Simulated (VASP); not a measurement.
# Rh in VASP: density of states with PBE

Aim: the density of states of Rh with PBE.

Everything below comes from runs of VASP 6.6.1. Logs are shortened: lines on timing, memory, paths and dates and some standing lists are left out, and cuts for length are marked.

## 1. The cell of the first run

The cell holds a slab with vacuum, 2 atoms: a = 2.659 Å, b = 2.659 Å, c = 18.171 Å, α = 90.00°, β = 90.00°, γ = 109.47°.

## 2. Density of states, PBE

The input, POSCAR:

```
Rh
1.0
    2.6588071601      0.0000000000      0.0000000000
   -0.8862690534      2.5067474304      0.0000000000
    0.0000000000      0.0000000000     18.1709000000
Rh
2
Direct
    0.2500000000      0.2500000000      0.4402641874
    0.7500000000      0.7500000000      0.5597358126
```

The input, INCAR.step1:

```
PREC = Accurate
ENCUT = 520
EDIFF = 1E-6
ISMEAR = -1
SIGMA = 0.05
LREAL = False
LASPH = True
NELM = 80
ALGO = Normal
ISIF = 2
LWAVE = False
LCHARG = True
LMAXMIX = 4
LDIPOL = True
IDIPOL = 3
DIPOL = 0.5 0.5 0.500
GGA = PE
NBANDS = 22
```

The input, KPOINTS.step1:

```
Automatic mesh
0
Gamma
  13 13 1
```

The input, INCAR.step2:

```
PREC = Accurate
ENCUT = 520
EDIFF = 1E-6
ISMEAR = -5
SIGMA = 0.05
LREAL = False
LASPH = True
NELM = 80
ALGO = Normal
ISIF = 2
LWAVE = False
LCHARG = False
LMAXMIX = 4
LDIPOL = True
IDIPOL = 3
DIPOL = 0.5 0.5 0.500
GGA = PE
LORBIT = 11
NBANDS = 22
NEDOS = 1001
ICHARG = 11
```

The input, KPOINTS.step2:

```
Automatic mesh
0
Gamma
  20 20 1
```

Potentials or basis: VASP PAW PBE potentials, release 64 (Rh_pv).

Run with:

```bash
$ cat potpaw_PBE.64/Rh_pv/POTCAR > POTCAR
$ cp INCAR.step1 INCAR
$ cp KPOINTS.step1 KPOINTS
$ mpirun -np 1 vasp_std > vasp.out
$ cp INCAR.step2 INCAR
$ cp KPOINTS.step2 KPOINTS
$ mpirun -np 1 vasp_std > vasp.out
```

OUTCAR:

```text
PREC = Accurate
   ENCUT = 520
   EDIFF = 1E-6
   ISMEAR = -5
   LREAL = False
   LASPH = True
   NELM = 80
   ISIF = 2
   GGA = PE
   LORBIT = 11
   ICHARG = 11

 ion  position               nearest neighbor table
   1  0.250  0.250  0.440-   2 2.66   2 2.66   2 3.07   2 3.07
   2  0.750  0.750  0.560-   1 2.66   1 2.66   1 3.07   1 3.07

  LATTYP: Found a base centered orthorhombic cell.
 ALAT       =     3.0701260592
 B/A-ratio  =     1.4142135624
 C/A-ratio  =     5.9186169068

  Lattice vectors:

 A1 = (   2.6588071601,   0.0000000000,   0.0000000000)
 A2 = (  -0.8862690534,   2.5067474304,   0.0000000000)
 A3 = (   0.0000000000,   0.0000000000,  18.1709000000)

Analysis of symmetry for initial positions (statically):
=====================================================================
 Subroutine PRICEL returns:
 Original cell was already a primitive cell.

 Routine SETGRP: Setting up the symmetry group for a
 base centered orthorhombic supercell.

 Subroutine GETGRP returns: Found  8 space group operations
 (whereof  4 operations were pure point group operations)
 out of a pool of  8 trial point group operations.

The static configuration has the point symmetry C_2h.
 The point group associated with its full space group is D_2h.

Analysis of symmetry for dynamics (positions and initial velocities):
=====================================================================
 Subroutine PRICEL returns:
 Original cell was already a primitive cell.

 Routine SETGRP: Setting up the symmetry group for a
 base centered orthorhombic supercell.

 Subroutine GETGRP returns: Found  8 space group operations
 (whereof  4 operations were pure point group operations)
 out of a pool of  8 trial point group operations.

The dynamic configuration has the point symmetry C_2h.
 The point group associated with its full space group is D_2h.

 Subroutine INISYM returns: Found  8 space group operations
 (whereof  4 operations are pure point group operations),
 and found     1 'primitive' translations

----------------------------------------------------------------------------------------

                                     Primitive cell

  volume of cell :     121.1083

  direct lattice vectors                    reciprocal lattice vectors
     2.658807160  0.000000000  0.000000000     0.376108510  0.132974439  0.000000000
    -0.886269053  2.506747430  0.000000000     0.000000000  0.398923317  0.000000000
     0.000000000  0.000000000 18.170900000     0.000000000  0.000000000  0.055033047

  length of vectors
     2.658807160  2.658807160 18.170900000     0.398923317  0.398923317  0.055033047

  position of ions in fractional coordinates (direct lattice)
     0.250000000  0.250000000  0.440264187
     0.750000000  0.750000000  0.559735813

  ion indices of the primitive-cell ions
   primitive index   ion index
                 1           1
                 2           2

----------------------------------------------------------------------------------------

 KPOINTS: Automatic mesh

Automatic generation of k-mesh.
 Grid dimensions read from file:
 generate k-points for:   20   20    1

 Generating k-lattice:

  Cartesian coordinates                     Fractional coordinates (reciprocal lattice)
     0.018805426  0.006648722  0.000000000     0.050000000  0.000000000  0.000000000
     0.000000000  0.019946166  0.000000000     0.000000000  0.050000000  0.000000000
     0.000000000  0.000000000  0.055033047     0.000000000  0.000000000  1.000000000

  Length of vectors
     0.019946166  0.019946166  0.055033047

  Shift w.r.t. Gamma in fractional coordinates (k-lattice)
     0.000000000  0.000000000  0.000000000

 TETIRR: Found    610 inequivalent tetrahedra from     2400

 Subroutine IBZKPT returns following result:
 ===========================================

 Found    111 irreducible k-points:

 Following reciprocal coordinates:
            Coordinates               Weight
  0.000000  0.000000  0.000000      1.000000
  0.050000  0.000000  0.000000      4.000000
  0.100000  0.000000  0.000000      4.000000
  0.150000  0.000000  0.000000      4.000000
  0.200000  0.000000  0.000000      4.000000
  0.250000  0.000000  0.000000      4.000000
[... 16 lines left out ...]
 -0.400000  0.050000  0.000000      4.000000
 -0.350000  0.050000  0.000000      4.000000
 [... further k-points ...]
   k-points           NKPTS =    111   k-points in BZ     NKDIM =    111   number of bands    NBANDS=     22
   number of dos      NEDOS =   1001   number of ions     NIONS =      2
   total plane-waves  NPLWV =  56000
   dimension x,y,z NGX =    20 NGY =   20 NGZ =  140
   dimension x,y,z NGXF=    40 NGYF=   40 NGZF=  280
   ions per type =               2
   NGX,Y,Z   is equivalent  to a cutoff of  12.51, 12.51, 12.81 a.u.
   NGXF,Y,Z  is equivalent  to a cutoff of  25.01, 25.01, 25.62 a.u.
 SYSTEM =  unknown system
   PREC   = accura    normal or accurate (medium, high low for compatibility)
   ISTART =      0    job   : 0-new  1-cont  2-samecut
   ICHARG =     11    charge: 1-file 2-atom 10-const
   ISPIN  =      1    spin polarized calculation?
   LNONCOLLINEAR =      F non collinear calculations
   LSORBIT =      F    spin-orbit coupling
   LASPH  =      T    aspherical Exc in radial PAW
   ENCUT  =  520.0 eV  38.22 Ry    6.18 a.u.   4.94  4.94 33.79*2*pi/ulx,y,z
   NELM   =     80;   NELMIN=  2; NELMDL=  0     # of ELM steps
   EDIFF  = 0.1E-05   stopping-criterion for ELM
   LREAL  =      F    real-space projection
   EDIFFG = 0.1E-04   stopping-criterion for IOM
   NSW    =      0    number of steps for IOM
   IBRION =     -1    ionic relax: 0-MD 1-quasi-New 2-CG
   NFREE  =      0    steps in history (QN), initial steepest desc. (CG)
   ISIF   =      2    stress and relaxation
   ISYM   =      2    0-nonsym 1-usesym 2-fastsym
   POTIM  = 0.5000    time-step for ionic-motion
   TEBEG  =    0.0;   TEEND  =   0.0 temperature during run
   PSTRESS=    0.0 pullay stress
   NELECT =      30.0000    total number of electrons
   NUPDOWN=      -1.0000    fix difference up-down
   EMIN   =  10.00;   EMAX   =-10.00  energy-range for DOS
   EFERMI =   0.00;   METHOD = LEGACY
   ISMEAR =    -5;   SIGMA  =   0.05  broadening in eV -4-tet -1-fermi 0-gaus
   EFERMI_NEDOS =   21; number of points for ismear=-14 and -15
   IALGO  =     38    algorithm
   IMIX   =      4    mixing-type and parameters
     AMIX     =   0.40;   BMIX     =  1.00
     AMIX_MAG =   1.60;   BMIX_MAG =  1.00
  volume/ion in A,a.u.               =      60.55       408.64
  Fermi-wavevector in a.u.,A,eV,Ry     =   1.028152  1.942925 14.382670  1.057096
  Thomas-Fermi vector in A             =   2.162134
   LORBIT       =     11    0 simple, 1 ext, 2 COOP (PROOUT), +10 PAW based schemes
   GGA     = PE    functional components
   LHFCALC =     F    Hartree Fock is set to
   AEXX    =    0.0000 exact exchange contribution
   IVDW    =     0    specifies the selected vdW correction
   LEPSILON=     F    determine dielectric tensor
   LRPA    =     F    only Hartree local field effects (RPA)
 non-spin polarized calculation
 Fermi weights with tetrahedron method with Bloechl corrections
  energy-cutoff  :      520.00
  volume of cell :      121.11
 maximum number of plane-waves:      3310

 number of electron      29.9999991 magnetization

 dipolmoment           0.000000      0.000000      0.000000 electrons x Angstroem

 Free energy of the ion-electron system (eV)
  ---------------------------------------------------
  ext. energy  EPLUGINS =         0.00000000
  ---------------------------------------------------
  free energy    TOTEN  =       -12.24822955 eV

  energy without entropy =      -12.24822955  energy(sigma->0) =      -12.24822955

 E-fermi :  -1.2965     XC(G=0):  -4.3342

 val. band max:       -1.2680270995   @ k =   0.4000   0.4000   0.0000
 cond. band min:      -1.3126356794   @ k =   0.3500   0.3500   0.0000
 fundamental gap:     -0.0446085799
 Fermi energy:        -1.2964511799

 k-point     1 :       0.0000    0.0000    0.0000
  band No.  band energies     occupation
      1     -47.4511      2.00000
      2     -47.2398      2.00000
      3     -47.1373      2.00000
      4     -47.1343      2.00000
      5     -47.0886      2.00000
      6     -47.0884      2.00000
[... 14 lines left out ...]
     21       3.8621      0.00000
     22       4.9734      0.00000

 k-point     2 :       0.0500    0.0000    0.0000
  band No.  band energies     occupation
      1     -47.4491      2.00000
      2     -47.2473      2.00000
      3     -47.1398      2.00000
      4     -47.1355      2.00000
      5     -47.0945      2.00000
      6     -47.0945      2.00000
[... 14 lines left out ...]
     21       3.9194      0.00000
     22       5.0444      0.00000

 k-point     3 :       0.1000    0.0000    0.0000
  band No.  band energies     occupation
      1     -47.4433      2.00000
      2     -47.2697      2.00000
      3     -47.1615      2.00000
      4     -47.1311      2.00000
      5     -47.1105      2.00000
      6     -47.1051      2.00000
[... 14 lines left out ...]
     21       4.0907      0.00000
     22       5.2568      0.00000

 k-point     4 :       0.1500    0.0000    0.0000
  band No.  band energies     occupation
      1     -47.4358      2.00000
      2     -47.3075      2.00000
      3     -47.2032      2.00000
      4     -47.1324      2.00000
      5     -47.1244      2.00000
      6     -47.1119      2.00000
[... 14 lines left out ...]
     21       4.3738      0.00000
     22       5.6079      0.00000

 k-point     5 :       0.2000    0.0000    0.0000
  band No.  band energies     occupation
      1     -47.4314      2.00000
      2     -47.3592      2.00000
      3     -47.2541      2.00000
      4     -47.1520      2.00000
      5     -47.1202      2.00000
      6     -47.1158      2.00000
[... 14 lines left out ...]
     21       4.7664      0.00000
     22       6.0912      0.00000

 k-point     6 :       0.2500    0.0000    0.0000
  band No.  band energies     occupation
      1     -47.4422      2.00000
      2     -47.4200      2.00000
      3     -47.2947      2.00000
      4     -47.1699      2.00000
      5     -47.1186      2.00000
      6     -47.1167      2.00000
[... 14 lines left out ...]
     21       5.2657      0.00000
     22       6.6951      0.00000

 k-point     7 :       0.3000    0.0000    0.0000
  band No.  band energies     occupation
      1     -47.4825      2.00000
      2     -47.4793      2.00000
      3     -47.3073      2.00000
      4     -47.1858      2.00000
      5     -47.1206      2.00000
      6     -47.1148      2.00000
[... 324 lines left out ...]
      6     -47.1270      2.00000
[... 14 lines left out ...]
     21       8.2096      0.00000
     22       8.7277      0.00000

 k-point    21 :       0.5000    0.0500    0.0000
  band No.  band energies     occupation
      1     -47.6184      2.00000
      2     -47.6164      2.00000
      3     -47.2631      2.00000
      4     -47.2360      2.00000
      5     -47.1290      2.00000
      6     -47.1236      2.00000
[... 14 lines left out ...]
     21       8.3982      0.00000
     22       8.7695      0.00000

 k-point    22 :      -0.4500    0.0500    0.0000
  band No.  band energies     occupation
      1     -47.6077      2.00000
      2     -47.6012      2.00000
      3     -47.2801      2.00000
      4     -47.2203      2.00000
      5     -47.1298      2.00000
      6     -47.1203      2.00000
[... 14 lines left out ...]
     21       7.9957      0.00000
     22       8.1995      0.00000

 k-point    23 :      -0.4000    0.0500    0.0000
  band No.  band energies     occupation
      1     -47.5772      2.00000
      2     -47.5673      2.00000
      3     -47.2977      2.00000
      4     -47.2057      2.00000
      5     -47.1295      2.00000
      6     -47.1180      2.00000
[... 14 lines left out ...]
     21       7.2945      0.00000
     22       7.5348      0.00000

 k-point    24 :      -0.3500    0.0500    0.0000
  band No.  band energies     occupation
      1     -47.5300      2.00000
      2     -47.5198      2.00000
      3     -47.3131      2.00000
      4     -47.1920      2.00000
      5     -47.1283      2.00000
      6     -47.1172      2.00000
[... 14 lines left out ...]
     21       6.4600      0.00000
     22       7.9621      0.00000

 [... further k-points ...]

------------------------ aborting loop because EDIFF is reached ----------------------------------------

 vacuum level on the upper side and lower side of the slab       (xc-potential included)        -0.591        -0.591

  FORCE on cell =-STRESS in cart. coord.  units (eV):
  Direction    XX          YY          ZZ          XY          YZ          ZX
  --------------------------------------------------------------------------------------
  -------------------------------------------------------------------------------------
  Total       -2.4374307     -3.3464759     -0.6208685     -1.2855840     -0.0000000      0.0000000
  in kB      -32.2454923    -44.2715193     -8.2136527    -17.0073705     -0.0000000      0.0000000
  external PRESSURE =     -28.2435548 kB  Pullay stress =       0.0000000 kB

 VOLUME and BASIS-vectors are now :
 -----------------------------------------------------------------------------
  energy-cutoff  :      520.00
  volume of cell :      121.11
      direct lattice vectors                 reciprocal lattice vectors
     2.658807160  0.000000000  0.000000000     0.376108510  0.132974439  0.000000000
    -0.886269053  2.506747430  0.000000000     0.000000000  0.398923317  0.000000000
     0.000000000  0.000000000 18.170900000     0.000000000  0.000000000  0.055033047

 POSITION                                       TOTAL-FORCE (eV/Angst)
 -----------------------------------------------------------------------------------
      0.44313      0.62669      8.00000         0.000000     -0.000000      0.718643
      1.32940      1.88006     10.17090        -0.000000      0.000000     -0.718643
 -----------------------------------------------------------------------------------
    total drift:                               -0.000000     -0.000000      0.000000

  FREE ENERGIE OF THE ION-ELECTRON SYSTEM (eV)
  ---------------------------------------------------
  free  energy   TOTEN  =       -12.2482295539 eV

  energy  without entropy=      -12.2482295539  energy(sigma->0) =      -12.24822955

 vacuum level on the upper side and lower side of the slab         3.275         3.275

 total charge

# of ion       s       p       d       tot
------------------------------------------
    1        0.363   6.180   7.083  13.626
    2        0.363   6.180   7.083  13.626
--------------------------------------------------
tot          0.726  12.360  14.166  27.252
```

Wall time 1.9 min (1 thread of Intel Xeon 6975P-C (Granite Rapids), shared host); peak memory 0.37 GiB.

Results:

| Item | Value |
| --- | --- |
| Valence electrons inside the program's atomic spheres | Rh 13.63 |

Levels at points of the mesh, in eV from the Fermi level:
| k point | band 11 | band 12 | band 13 | band 14 | band 15 | band 16 | band 17 | band 18 | band 19 | band 20 |
| --- | --- | --- | --- | --- | --- | --- | --- | --- | --- | --- |
| (0.00, 0.00, 0.00) | -2.41 | -1.48 | -0.79 | -0.52 | -0.34 | -0.06 | 0.11 | 0.66 | 1.45 | 4.95 |
| (0.50, 0.00, 0.00) | -0.82 | -0.82 | -0.25 | -0.25 | 0.55 | 0.55 | 2.86 | 2.86 | 6.79 | 6.79 |
| (0.50, 0.50, 0.00) | -1.67 | -0.76 | -0.17 | 0.16 | 1.35 | 1.59 | 3.31 | 7.14 | 9.17 | 9.19 |

Caveat: tetrahedron occupations give inexact forces and stress in metals.
